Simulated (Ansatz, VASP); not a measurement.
## SrO: VASP beside Ansatz

```
Sr O
1.0
    -0.07709    2.53125    2.53125
     2.53125   -0.07709    2.53125
     2.53125    2.53125   -0.07709
Sr O
1 1
Direct
  0.00000 0.00000 0.00000
  0.50000 0.50000 0.50000
```

Change from the starting cell: equal xy, yz and zx shear strains of -3 %.

Alike in both runs: task single point; functional LDA; k mesh 8 × 8 × 8; occupations fermi-dirac, width 0.02 eV; no spin polarisation.

|  | VASP | Ansatz |
| --- | --- | --- |
| version | VASP 6.6.1 | Ansatz 0.2.0 |
| potentials or method | VASP PAW LDA potentials, release 64 (Sr_sv, O), cutoff 520 eV | all-electron LAPW, scalar-relativistic |

VASP gave:

- gap on the k mesh at the Fermi level (eV): 3.02
- pressure (GPa): -3.5
- traceless stress, the component that is largest in VASP (GPa): 1.56

**Question.** What did Ansatz give for the same quantities?

**Answer.** gap on the k mesh at the Fermi level (eV): 3.08; pressure (GPa): -4.2; traceless stress, the component that is largest in VASP (GPa): 1.57.

LDA's correlation is that of Perdew and Zunger in VASP and of Perdew and Wang (1992) in Ansatz. Ansatz ran all-electron here, and VASP with PAW potentials.
